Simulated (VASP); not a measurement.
# K (Fm-3m) in VASP: further runs, part 2 of 3

VASP 6.6.1. The steps go on from the part before.

**3. Single point, PBEsol**

This run uses another cell than the first one, of 34.30 Å³/atom, 1.168 times its volume.

INCAR reads:

```
SYSTEM = K
ALGO = Normal
EDIFF = 1E-7
ENCUT = 520
GGA = PS
ISIF = 2
ISMEAR = -1
LASPH = .TRUE.
LCHARG = .TRUE.
LELF = .TRUE.
LREAL = .FALSE.
LVHAR = .TRUE.
LWAVE = .FALSE.
NBANDS = 10
NELM = 60
PREC = Accurate
SIGMA = 0.1
```

KPOINTS reads:

```
k-points
0
G
  18 18 18
  0 0 0
```

POSCAR reads:

```
K
1.0
    0.0000000000      2.5787095403      2.5787095403
    2.5787095403      0.0000000000      2.5787095403
    2.5787095403      2.5787095403      0.0000000000
K
1
Direct
    0.0000000000      0.0000000000      0.0000000000
```

Potentials or basis: VASP PAW PBE potentials, release 64 (K_sv).

On the command line:

```sh
> cat potpaw_PBE.64/K_sv/POTCAR > POTCAR
> mpirun -np 1 vasp_std > vasp.out
```

OUTCAR:

```text
SYSTEM = K
   EDIFF = 1E-7
   ENCUT = 520
   GGA = PS
   ISIF = 2
   ISMEAR = -1
   LASPH = .TRUE.
   LREAL = .FALSE.
   NELM = 60
   PREC = Accurate

 ion  position               nearest neighbor table
   1  0.000  0.000  0.000-

  LATTYP: Found a face centered cubic cell.
 ALAT       =     5.1574190806

  Lattice vectors:

 A1 = (   0.0000000000,   2.5787095403,   2.5787095403)
 A2 = (   2.5787095403,   0.0000000000,   2.5787095403)
 A3 = (   2.5787095403,   2.5787095403,   0.0000000000)

Analysis of symmetry for initial positions (statically):
=====================================================================
 Subroutine PRICEL returns:
 Original cell was already a primitive cell.

 Routine SETGRP: Setting up the symmetry group for a
 face centered cubic supercell.

 Subroutine GETGRP returns: Found 48 space group operations
 (whereof 48 operations were pure point group operations)
 out of a pool of 48 trial point group operations.

The static configuration has the point symmetry O_h .

Analysis of symmetry for dynamics (positions and initial velocities):
=====================================================================
 Subroutine PRICEL returns:
 Original cell was already a primitive cell.

 Routine SETGRP: Setting up the symmetry group for a
 face centered cubic supercell.

 Subroutine GETGRP returns: Found 48 space group operations
 (whereof 48 operations were pure point group operations)
 out of a pool of 48 trial point group operations.

The dynamic configuration has the point symmetry O_h .

 Subroutine INISYM returns: Found 48 space group operations
 (whereof 48 operations are pure point group operations),
 and found     1 'primitive' translations

----------------------------------------------------------------------------------------

                                     Primitive cell

  volume of cell :      34.2955

  direct lattice vectors                    reciprocal lattice vectors
     0.000000000  2.578709540  2.578709540    -0.193895432  0.193895432  0.193895432
     2.578709540  0.000000000  2.578709540     0.193895432 -0.193895432  0.193895432
     2.578709540  2.578709540  0.000000000     0.193895432  0.193895432 -0.193895432

  length of vectors
     3.646846005  3.646846005  3.646846005     0.335836739  0.335836739  0.335836739

  position of ions in fractional coordinates (direct lattice)
     0.000000000  0.000000000  0.000000000

  ion indices of the primitive-cell ions
   primitive index   ion index
                 1           1

----------------------------------------------------------------------------------------

 KPOINTS: k-points

Automatic generation of k-mesh.
 Grid dimensions read from file:
 generate k-points for:   18   18   18

 Generating k-lattice:

  Cartesian coordinates                     Fractional coordinates (reciprocal lattice)
    -0.010771968  0.010771968  0.010771968     0.055555556  0.000000000  0.000000000
     0.010771968 -0.010771968  0.010771968     0.000000000  0.055555556  0.000000000
     0.010771968  0.010771968 -0.010771968     0.000000000  0.000000000  0.055555556

  Length of vectors
     0.018657597  0.018657597  0.018657597

  Shift w.r.t. Gamma in fractional coordinates (k-lattice)
     0.000000000  0.000000000  0.000000000

 Subroutine IBZKPT returns following result:
 ===========================================

 Found    195 irreducible k-points:

 Following reciprocal coordinates:
            Coordinates               Weight
  0.000000  0.000000  0.000000      1.000000
  0.055556  0.000000  0.000000      8.000000
  0.111111  0.000000  0.000000      8.000000
  0.166667  0.000000  0.000000      8.000000
  0.222222  0.000000  0.000000      8.000000
  0.277778  0.000000  0.000000      8.000000
[... 16 lines left out ...]
 -0.277778  0.055556  0.000000     24.000000
 -0.222222  0.055556  0.000000     24.000000
 [... further k-points ...]
   k-points           NKPTS =    195   k-points in BZ     NKDIM =    195   number of bands    NBANDS=     10
   number of dos      NEDOS =    301   number of ions     NIONS =      1
   total plane-waves  NPLWV =  21952
   dimension x,y,z NGX =    28 NGY =   28 NGZ =   28
   dimension x,y,z NGXF=    56 NGYF=   56 NGZF=   56
   ions per type =               1
   NGX,Y,Z   is equivalent  to a cutoff of  12.76, 12.76, 12.76 a.u.
   NGXF,Y,Z  is equivalent  to a cutoff of  25.53, 25.53, 25.53 a.u.
 SYSTEM =  K
   PREC   = accura    normal or accurate (medium, high low for compatibility)
   ISTART =      0    job   : 0-new  1-cont  2-samecut
   ICHARG =      2    charge: 1-file 2-atom 10-const
   ISPIN  =      1    spin polarized calculation?
   LNONCOLLINEAR =      F non collinear calculations
   LSORBIT =      F    spin-orbit coupling
   LASPH  =      T    aspherical Exc in radial PAW
   ENCUT  =  520.0 eV  38.22 Ry    6.18 a.u.   6.78  6.78  6.78*2*pi/ulx,y,z
   NELM   =     60;   NELMIN=  2; NELMDL= -5     # of ELM steps
   EDIFF  = 0.1E-06   stopping-criterion for ELM
   LREAL  =      F    real-space projection
   EDIFFG = 0.1E-05   stopping-criterion for IOM
   NSW    =      0    number of steps for IOM
   IBRION =     -1    ionic relax: 0-MD 1-quasi-New 2-CG
   NFREE  =      0    steps in history (QN), initial steepest desc. (CG)
   ISIF   =      2    stress and relaxation
   ISYM   =      2    0-nonsym 1-usesym 2-fastsym
   POTIM  = 0.5000    time-step for ionic-motion
   TEBEG  =    0.0;   TEEND  =   0.0 temperature during run
   PSTRESS=    0.0 pullay stress
   NELECT =       9.0000    total number of electrons
   NUPDOWN=      -1.0000    fix difference up-down
   EMIN   =  10.00;   EMAX   =-10.00  energy-range for DOS
   EFERMI =   0.00;   METHOD = LEGACY
   ISMEAR =    -1;   SIGMA  =   0.10  broadening in eV -4-tet -1-fermi 0-gaus
   EFERMI_NEDOS =   21; number of points for ismear=-14 and -15
   IALGO  =     38    algorithm
   IMIX   =      4    mixing-type and parameters
     AMIX     =   0.40;   BMIX     =  1.00
     AMIX_MAG =   1.60;   BMIX_MAG =  1.00
  volume/ion in A,a.u.               =      34.30       231.44
  Fermi-wavevector in a.u.,A,eV,Ry     =   1.048117  1.980655 14.946680  1.098550
  Thomas-Fermi vector in A             =   2.183026
   LORBIT       =      0    0 simple, 1 ext, 2 COOP (PROOUT), +10 PAW based schemes
   GGA     = PS    functional components
   LHFCALC =     F    Hartree Fock is set to
   AEXX    =    0.0000 exact exchange contribution
   IVDW    =     0    specifies the selected vdW correction
   LEPSILON=     F    determine dielectric tensor
   LRPA    =     F    only Hartree local field effects (RPA)
 non-spin polarized calculation
  energy-cutoff  :      520.00
  volume of cell :       34.30
 maximum number of plane-waves:       944
   NGX = 13   NGY = 13   NGZ = 13

 number of electron       8.9999999 magnetization

 Free energy of the ion-electron system (eV)
  ---------------------------------------------------
  ext. energy  EPLUGINS =         0.00000000
  ---------------------------------------------------
  free energy    TOTEN  =        -0.48358407 eV

  energy without entropy =       -0.45592412  energy(sigma->0) =       -0.46975409

 E-fermi :   2.3618     XC(G=0):  -8.0252

 val. band max:        2.3597742009   @ k =   0.5000   0.0000   0.0000
 cond. band min:       2.3759197836   @ k =   0.5000   0.3333   0.1111
 fundamental gap:      0.0161455827
 Fermi energy:         2.3617800071

 k-point     1 :       0.0000    0.0000    0.0000
  band No.  band energies     occupation
      1     -29.7166      2.00000
      2     -12.9296      2.00000
      3     -12.9296      2.00000
      4     -12.9296      2.00000
      5      -0.9716      2.00000
      6       6.9089      0.00000
      7       6.9089      0.00000
      8       6.9089      0.00000
      9       9.0037      0.00000
     10       9.0037      0.00000
[... 287 lines left out ...]
 k-point    24 :      -0.2222    0.0556    0.0000
  band No.  band energies     occupation
      1     -29.6657      2.00000
      2     -13.3046      2.00000
      3     -12.9960      2.00000
      4     -12.9634      2.00000
      5       0.3436      2.00000
      6       5.3555      0.00000
      7       6.9559      0.00000
      8       7.1839      0.00000
      9       8.4870      0.00000
     10       9.1632      0.00000

 [... further k-points ...]

------------------------ aborting loop because EDIFF is reached ----------------------------------------

  FORCE on cell =-STRESS in cart. coord.  units (eV):
  Direction    XX          YY          ZZ          XY          YZ          ZX
  --------------------------------------------------------------------------------------
  -------------------------------------------------------------------------------------
  Total        2.1372823      2.1372823      2.1372823     -0.0000000     -0.0000000      0.0000000
  in kB       99.8470389     99.8470389     99.8470389     -0.0000000     -0.0000000      0.0000000
  external PRESSURE =      99.8470389 kB  Pullay stress =       0.0000000 kB

 VOLUME and BASIS-vectors are now :
 -----------------------------------------------------------------------------
  energy-cutoff  :      520.00
  volume of cell :       34.30
      direct lattice vectors                 reciprocal lattice vectors
     0.000000000  2.578709540  2.578709540    -0.193895432  0.193895432  0.193895432
     2.578709540  0.000000000  2.578709540     0.193895432 -0.193895432  0.193895432
     2.578709540  2.578709540  0.000000000     0.193895432  0.193895432 -0.193895432

 POSITION                                       TOTAL-FORCE (eV/Angst)
 -----------------------------------------------------------------------------------
      0.00000      0.00000      0.00000        -0.000000     -0.000000      0.000000
 -----------------------------------------------------------------------------------
    total drift:                               -0.000000     -0.000000     -0.000000

  FREE ENERGIE OF THE ION-ELECTRON SYSTEM (eV)
  ---------------------------------------------------
  free  energy   TOTEN  =        -0.4835840736 eV

  energy  without entropy=       -0.4559241156  energy(sigma->0) =       -0.46975409
```

OSZICAR:

```text
N       E                     dE             d eps       ncg     rms          rms(c)
DAV:   1     0.513058653267E+02    0.51306E+02   -0.41804E+03  3900   0.775E+02
DAV:   2     0.917134443177E+00   -0.50389E+02   -0.49113E+02  4248   0.212E+02
DAV:   3    -0.452527723793E+00   -0.13697E+01   -0.13594E+01  5586   0.288E+01
DAV:   4    -0.493081251866E+00   -0.40554E-01   -0.40308E-01  4910   0.425E+00
DAV:   5    -0.495019339029E+00   -0.19381E-02   -0.19376E-02  5682   0.637E-01    0.517E+00
DAV:   6    -0.483901984343E+00    0.11117E-01   -0.24948E-02  4506   0.135E+00    0.345E+00
DAV:   7    -0.484296418335E+00   -0.39443E-03   -0.30720E-02  4498   0.141E+00    0.363E-01
DAV:   8    -0.483588383522E+00    0.70803E-03   -0.46140E-03  4478   0.730E-01    0.117E-01
DAV:   9    -0.483591544914E+00   -0.31614E-05   -0.42700E-05  4628   0.578E-02    0.103E-01
DAV:  10    -0.483587895230E+00    0.36497E-05   -0.22652E-05  4722   0.446E-02    0.563E-02
DAV:  11    -0.483584049575E+00    0.38457E-05   -0.10994E-05  5906   0.251E-02    0.873E-03
DAV:  12    -0.483583980983E+00    0.68592E-07   -0.14755E-06  4546   0.107E-02    0.329E-03
DAV:  13    -0.483584073634E+00   -0.92651E-07   -0.12353E-07  3884   0.288E-03
   1 F= -.48358407E+00 E0= -.46975409E+00  d E =-.276600E-01
```

It took 1.8 min on 1 thread of Oxide Virtual Turin-like, shared host; peak memory 0.16 GiB.

What came out:

```
Free energy : -0.4836 eV
Pressure    : 10.0 GPa
```

Caveat: the PAW data sets were made with another functional, which shifts forces and pressure a little.

**4. Single point, PBEsol**

This run uses another cell than the first one, of 38.45 Å³/atom, 1.309 times its volume.

INCAR reads:

```
SYSTEM = K
PREC = Accurate
ENCUT = 520
EDIFF = 1E-7
ISMEAR = -1
SIGMA = 0.1
LREAL = .FALSE.
LASPH = .TRUE.
NELM = 100
ALGO = Normal
ISIF = 2
LWAVE = .FALSE.
LCHARG = .FALSE.
GGA = PS
NBANDS = 10
```

KPOINTS reads:

```
regular mesh
0
G
  18 18 18
  0 0 0
```

POSCAR reads:

```
K
1.0
    0.0000000000      2.6789094378      2.6789094378
    2.6789094378      0.0000000000      2.6789094378
    2.6789094378      2.6789094378      0.0000000000
K
1
Direct
    0.0000000000      0.0000000000      0.0000000000
```

Potentials or basis: VASP PAW PBE potentials, release 64 (K_sv).

On the command line:

```sh
> cat potpaw_PBE.64/K_sv/POTCAR > POTCAR
> mpirun -np 1 vasp_std > vasp.out
```

OUTCAR:

```text
SYSTEM = K
   PREC = Accurate
   ENCUT = 520
   EDIFF = 1E-7
   ISMEAR = -1
   LREAL = .FALSE.
   LASPH = .TRUE.
   NELM = 100
   ISIF = 2
   GGA = PS

 ion  position               nearest neighbor table
   1  0.000  0.000  0.000-

  LATTYP: Found a face centered cubic cell.
 ALAT       =     5.3578188756

  Lattice vectors:

 A1 = (   0.0000000000,   2.6789094378,   2.6789094378)
 A2 = (   2.6789094378,   0.0000000000,   2.6789094378)
[... 489 lines left out ...]
      9       7.8511      0.00000
     10       8.4678      0.00000

 [... further k-points ...]

------------------------ aborting loop because EDIFF is reached ----------------------------------------

  FORCE on cell =-STRESS in cart. coord.  units (eV):
  Direction    XX          YY          ZZ          XY          YZ          ZX
  --------------------------------------------------------------------------------------
  -------------------------------------------------------------------------------------
  Total        1.6771598      1.6771598      1.6771598     -0.0000000     -0.0000000      0.0000000
  in kB       69.8845105     69.8845105     69.8845105     -0.0000000     -0.0000000      0.0000000
  external PRESSURE =      69.8845105 kB  Pullay stress =       0.0000000 kB

 VOLUME and BASIS-vectors are now :
 -----------------------------------------------------------------------------
  energy-cutoff  :      520.00
  volume of cell :       38.45
      direct lattice vectors                 reciprocal lattice vectors
     0.000000000  2.678909438  2.678909438    -0.186643114  0.186643114  0.186643114
     2.678909438  0.000000000  2.678909438     0.186643114 -0.186643114  0.186643114
     2.678909438  2.678909438  0.000000000     0.186643114  0.186643114 -0.186643114

 POSITION                                       TOTAL-FORCE (eV/Angst)
 -----------------------------------------------------------------------------------
      0.00000      0.00000      0.00000         0.000000      0.000000      0.000000
 -----------------------------------------------------------------------------------
    total drift:                               -0.000000     -0.000000     -0.000000

  FREE ENERGIE OF THE ION-ELECTRON SYSTEM (eV)
  ---------------------------------------------------
  free  energy   TOTEN  =        -0.7020814399 eV

  energy  without entropy=       -0.6778001444  energy(sigma->0) =       -0.68994079
```

stdout:

```text
POSCAR found type information on POSCAR K
 POSCAR found :  1 types and       1 ions
 scaLAPACK will be used
 -----------------------------------------------------------------------------
|                                                                             |
|                                                                             |
|     You enforced a specific xc type in the INCAR file but a different       |
|     I HOPE YOU KNOW WHAT YOU ARE DOING!                                     |
|                                                                             |
 -----------------------------------------------------------------------------

 LDA part: xc-table for (Slater+PW92), standard interpolation
 POSCAR, INCAR and KPOINTS ok, starting setup
 FFT: planning ... GRIDC
 FFT: planning ... GRID_SOFT
 FFT: planning ... GRID
 WAVECAR not read
 entering main loop
```

It took 1.9 min on 1 thread of Oxide Virtual Turin-like, shared host; peak memory 0.16 GiB.

Results:

- Free energy: -0.7021 eV
- Pressure: 7.0 GPa

Levels at points of the mesh, in eV from the Fermi level:
```csv
k point,band 1,band 2,band 3,band 4,band 5,band 6,band 7,band 8,band 9,band 10
"(0.00, 0.00, 0.00)",-31.98,-15.29,-15.29,-15.29,-3.19,4.54,4.54,4.54,6.47,6.47
"(0.50, 0.00, 0.00)",-31.91,-15.85,-15.36,-15.36,0.08,1.15,4.24,4.24,7.77,7.77
"(0.50, 0.50, 0.00)",-31.89,-15.80,-15.48,-15.48,0.24,1.77,2.62,7.78,7.85,7.85
```

Caveat: the PAW data sets were made with another functional, which shifts forces and pressure a little.

**5. Single point, PBEsol**

This run uses another cell than the first one, of 44.85 Å³/atom, 1.527 times its volume.

INCAR reads:

```
PREC = Accurate ; ENCUT = 520
EDIFF = 1E-6 ; ISMEAR = -1
SIGMA = 0.1 ; LREAL = False
LASPH = True ; NELM = 100
ALGO = Normal ; ISIF = 2
LWAVE = False ; LCHARG = False
GGA = PS ; NBANDS = 10
```

KPOINTS reads:

```
Automatic mesh
0
Gamma
  18 18 18
```

POSCAR reads:

```
K
1.0
    0.0000000000      2.8199981774      2.8199981774
    2.8199981774      0.0000000000      2.8199981774
    2.8199981774      2.8199981774      0.0000000000
K
1
Direct
    0.0000000000      0.0000000000      0.0000000000
```

On the command line:

```sh
> cat potpaw_PBE.64/K_sv/POTCAR > POTCAR
> mpirun -np 1 vasp_std > vasp.out
```

It took 65 s on 1 thread of Oxide Virtual Turin-like, shared host; peak memory 0.19 GiB.

The run converged. Its results:

* Free energy: -0.9167 eV
* Pressure: 4.0 GPa

Levels at points of the mesh, in eV from the Fermi level:
```
           k point  band 1  band 2  band 3  band 4  band 5  band 6  band 7  band 8  band 9  band 10
(0.00, 0.00, 0.00)  -31.89  -15.30  -15.30  -15.30   -2.95    4.52    4.52    4.52    6.25     6.25
(0.50, 0.00, 0.00)  -31.86  -15.65  -15.34  -15.34    0.18    0.91    4.24    4.24    7.40     7.40
(0.50, 0.50, 0.00)  -31.85  -15.62  -15.42  -15.42    0.50    2.00    2.19    7.01    7.01     7.41
```

Caveat: the PAW data sets were made with another functional, which shifts forces and pressure a little.

(Part 2 of 3 ends here.)
